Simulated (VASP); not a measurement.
**Gd: single point with revPBE**

The system is Gd.

```
Gd
1.0
     3.69194    0.00000    0.00000
    -1.84597    3.19731    0.00000
     0.00000    0.00000    5.90982
Gd
2
Direct
  0.33333 0.66667 0.25000
  0.66667 0.33333 0.75000
```

```yaml
Program: VASP 6.6.1
Task: single point
Functional: revPBE
Potentials_or_basis: VASP PAW PBE potentials, release 64 (Gd)
Cutoff: 520 eV
k_mesh: 10 × 10 × 6
Occupations: fermi-dirac, width 0.05 eV
Spin: collinear spin, ferromagnetic start
Starting_moments: "[7.0, 7.0] μB"
```

| Item | Value |
| --- | --- |
| Pressure | 0.0 GPa |
| Net moment | 15.41 μB per cell |
| Site moments | Gd +7.00 μB |
| Valence electrons inside the program's atomic spheres | Gd 15.18 |

Levels at points of the mesh, in eV from the Fermi level:
Spin up:
```csv
k point,band 22,band 23,band 24,band 25,band 26,band 27,band 28,band 29
"(0.00, 0.00, 0.00)",-4.95,-4.94,-2.45,0.76,1.29,1.29,1.39,1.86
"(0.50, 0.00, 0.00)",-4.95,-2.18,-1.65,-1.23,-0.26,0.95,1.08,1.64
"(0.00, 0.00, 0.50)",-4.94,-3.62,-3.62,0.40,0.40,1.22,1.22,1.22
"(0.50, 0.00, 0.50)",-4.96,-2.10,-2.10,-0.49,-0.49,1.26,1.26,2.46
```
Spin down:
| k point | band 8 | band 9 | band 10 | band 11 | band 12 | band 13 |
| --- | --- | --- | --- | --- | --- | --- |
| (0.00, 0.00, 0.00) | -20.11 | -4.05 | -1.29 | 0.30 | 0.32 | 0.37 |
| (0.50, 0.00, 0.00) | -20.19 | -0.97 | -0.78 | -0.50 | 0.33 | 0.38 |
| (0.00, 0.00, 0.50) | -20.16 | -2.59 | -2.59 | 0.23 | 0.23 | 0.40 |
| (0.50, 0.00, 0.50) | -20.28 | -1.22 | -1.22 | 0.24 | 0.24 | 0.41 |

Wall time 4.6 min on 1 thread of AMD EPYC 9R45 96-Core Processor (Zen 5) (shared host), peak memory 0.31 GiB.

Caveat: the PAW data sets were made with another functional, which shifts forces and pressure a little; spin-orbit coupling is left out, which moves the levels of the heavy elements; semilocal functionals describe open f shells poorly, which spoils levels, moments and volumes. The state reached can hang on the start; a lower one may exist.
